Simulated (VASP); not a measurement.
SiC, 2 atoms in the cell. Symmetry: Cm, No. 8, monoclinic system. Conventional cell: a = 5.325 Å, b = 3.075 Å, c = 3.075 Å, α = 90.00°, β = 125.26°, γ = 90.00°. Within 2.0 Å of Si (site symmetry m) lie 3 C at 1.50 to 1.95 Å. C (site symmetry m) has 3 Si at 1.50 to 1.95 Å within 2.0 Å.  This cell differs from its parent crystal: all Si atoms moved -0.500 Å, as atom 1 towards its neighbour atom 1 (Si) at 3.075 Å.

| Property | Result |
| --- | --- |
| Program | VASP 6.6.1 |
| Task | single point |
| Functional | LDA |
| Potentials or basis | VASP PAW LDA potentials, release 64 (Si, C) |
| Cutoff | 520 eV |
| k mesh | 12 × 12 × 12 |
| Occupations | gaussian, width 0.05 eV |
| Spin | no spin polarisation |
| Dipole correction | no |
| Further INCAR settings | ALGO = Normal; EDIFF = 1e-06; NBANDS = 11 |

Potentials or basis: VASP PAW LDA potentials, release 64 (Si, C).

Launch:

```console
$ cat potpaw_LDA.64/Si/POTCAR potpaw_LDA.64/C/POTCAR > POTCAR
$ mpirun -np 1 vasp_std > vasp.out
```

Hardware: 1 thread of Intel Xeon 8259CL, on a shared host.

Task: Estimate the wall time of this run.

Result: Run time: 63 s on 1 thread of Intel Xeon 8259CL, on a shared host, peak memory 0.21 GiB. Counts: scf iterations 12, k points 476.
